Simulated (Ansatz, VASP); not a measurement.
Ga4SeS in VASP and in Ansatz

```
Ga Se S
1.0
     0.00000    4.62682    4.62682
     4.62682    0.00000    4.62682
     4.62682    4.62682    0.00000
Ga Se S
4 1 1
Cartesian
  0.9390 0.9390 0.9390
  3.6879 3.6879 0.9390
  3.6879 0.9390 3.6879
  0.9390 3.6879 3.6879
  6.9402 6.9402 6.9402
  2.3134 2.3134 2.3134
```

Alike in both runs: functional PBE; k mesh 4 × 4 × 4; occupations gaussian, width 0.1 eV; no spin polarisation.

Ansatz relaxed the structure, and its values are those at the end. VASP's run is a single point on that final structure, the one shown.

|  | VASP | Ansatz |
| --- | --- | --- |
| version | VASP 6.6.1 | Ansatz 0.2.0 |
| potentials or method | VASP PAW PBE potentials, release 64 (Ga_d, Se, S), cutoff 520 eV | scalar-relativistic, plane waves, PAW |
| valence electrons in the cell | 64 | 74 |

VASP gave:

```
gap on the k mesh at the Fermi level (eV) : 0.72
least direct gap on the mesh (eV)         : 1.06
pressure (GPa)                            : 0.4
rms of the force components (eV/Å)        : 0.004
```

Which values does Ansatz return?

gap on the k mesh at the Fermi level (eV): 0.72; least direct gap on the mesh (eV): 1.06; pressure (GPa): 0.4; rms of the force components (eV/Å): 0.001.

VASP's potentials hold 64 valence electrons a cell and Ansatz's 74, so a difference there can come from the potentials and not from the codes.
